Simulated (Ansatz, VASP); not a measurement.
## Two plane-wave programs on BP2

```
B P
1.0
     4.23069    0.00000    0.00000
    -2.11534    3.66388    0.00000
     0.00000    0.00000    2.23768
B P
1 2
Direct
  0.00000 0.00000 0.96716
  0.33333 0.66667 0.96690
  0.66667 0.33333 0.96690
```

Alike in both runs: functional PBE; k mesh 5 × 5 × 6; occupations gaussian, width 0.2 eV; no spin polarisation.

Ansatz relaxed the structure, and its values are those at the end. VASP's run is a single point on that final structure, the one shown.

```csv
,VASP,Ansatz
version,VASP 6.6.1,Ansatz 0.2.0
potentials or method,"VASP PAW PBE potentials, release 64 (B, P), cutoff 500 eV","scalar-relativistic, plane waves, PAW"
valence electrons in the cell,13,13
```

VASP gave:

```
gap on the k mesh at the Fermi level (eV) : none
pressure (GPa)                            : -0.3
```

Q: What did Ansatz give for the same quantities?

A: gap on the k mesh at the Fermi level (eV): none; pressure (GPa): 0.0.

A gap of «none» marks a metal or a gap that the smearing closes. With one functional, cell and mesh, what is left measures potentials, basis and numerics.

The k mesh is coarse, so the values compare programs but aren't converged.
